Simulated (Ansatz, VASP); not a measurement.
**One calculation of ZnSe, two programs**

INCAR

```
SYSTEM = ZnSe
ALGO = Normal
EDIFF = 1E-7
ENCUT = 520
GGA = PE
ISIF = 2
ISMEAR = 0
IVDW = 12
LASPH = .True.
LCHARG = .False.
LREAL = .False.
LWAVE = .False.
NBANDS = 26
NELM = 80
PREC = Accurate
SIGMA = 0.05
```

KPOINTS

```
k-points
0
Gamma
  8 8 6
  0 0 0
```

File POSCAR:

```
ZnSe
1.0
    4.1077020000      0.0000000000      0.0000000000
    0.0000000000      4.1077020000      0.0000000000
    0.0000000000      0.0000000000      6.0703500000
Zn Se
2 2
Direct
    0.0000000000      0.0000000000      0.0000000000
    0.5000000000      0.5000000000      0.0000000000
    0.0000000000      0.5000000000      0.2462800000
    0.5000000000      0.0000000000      0.7537200000
```

Input for Ansatz:

```yaml
crystal:
  lattice:
    - [4.107702, 0.0, 0.0]
    - [0.0, 4.107702, 0.0]
    - [0.0, 0.0, 6.07035]
  atoms:
    - { symbol: Zn, position: [0.0, 0.0, 0.0] }
    - { symbol: Zn, position: [0.5, 0.5, 0.0] }
    - { symbol: Se, position: [0.0, 0.5, 0.24628] }
    - { symbol: Se, position: [0.5, 0.0, 0.75372] }
basis:
  ecutwfc: 420
kpoints:
  mp_grid: { grid: [8, 8, 6] }
hamiltonian:
  xc: pbe
  dispersion: d3bj
scf:
  occupations: { method: gaussian, width: 0.05 }
output:
  forces: true
  stress: true
  eigenvalues: true
```

Alike in both runs: task single point; functional PBE; dispersion D3(BJ); k mesh 8 × 8 × 6; occupations gaussian, width 0.05 eV; no spin polarisation.

|  | VASP | Ansatz |
| --- | --- | --- |
| version | VASP 6.6.1 | Ansatz 0.2.0 |
| potentials or method | VASP PAW PBE potentials, release 64 (Zn, Se), cutoff 520 eV | scalar-relativistic, plane waves, PAW |
| valence electrons in the cell | 36 | 56 |

|  | VASP | Ansatz | Ansatz less VASP |
| --- | --- | --- | --- |
| gap on the k mesh at the Fermi level (eV) | 1.95 | 1.95 | +0.007 |
| least direct gap on the mesh (eV) | 1.95 | 1.95 | +0.007 |
| pressure (GPa) | -1.9 | -2.1 | -0.18 |
| traceless stress, the component that is largest in VASP (GPa) | 0.14 | 0.14 | -0.003 |
| rms of the force components (eV/Å) | 0.017 | 0.033 | +0.0159 |

Atom by atom the forces differ by 0.016 eV/Å (rms over components). VASP's potentials hold 36 valence electrons a cell and Ansatz's 56, so a difference there can come from the potentials and not from the codes.
